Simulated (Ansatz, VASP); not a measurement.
One calculation of Hf2H, two programs

```
Hf H
1.0
     0.00000    3.22538    3.22538
     3.22538    0.00000    3.22538
     3.22538    3.22538    0.00000
Hf H
2 1
Cartesian
  0.0000 0.0000 0.0000
  4.8381 4.8381 4.8381
  3.2254 3.2254 3.2254
```

Alike in both runs: task relaxation of cell and atoms; functional PBE; k mesh 12 × 12 × 12; occupations gaussian, width 0.1 eV; no spin polarisation.

```csv
,VASP,Ansatz
version,VASP 6.6.1,Ansatz 0.2.0
potentials or method,"VASP PAW PBE potentials, release 64 (Hf_pv, H), cutoff 600 eV","scalar-relativistic, plane waves, PAW"
valence electrons in the cell,21,53
```

|  | VASP | Ansatz | Ansatz less VASP |
| --- | --- | --- | --- |
| gap on the k mesh at the Fermi level, each at its own relaxed structure (eV) | none | none | - |
| relaxed volume (Å³/atom) | 22.31 | 22.45 | +0.136 |
| relaxed cell length with the largest relative difference (Å) | 4.558 | 4.567 | +0.0093 |

A gap of «none» marks a metal or a gap that the smearing closes. VASP's potentials hold 21 valence electrons a cell and Ansatz's 53, so a difference there can come from the potentials and not from the codes.

Neither program's run includes spin-orbit coupling.
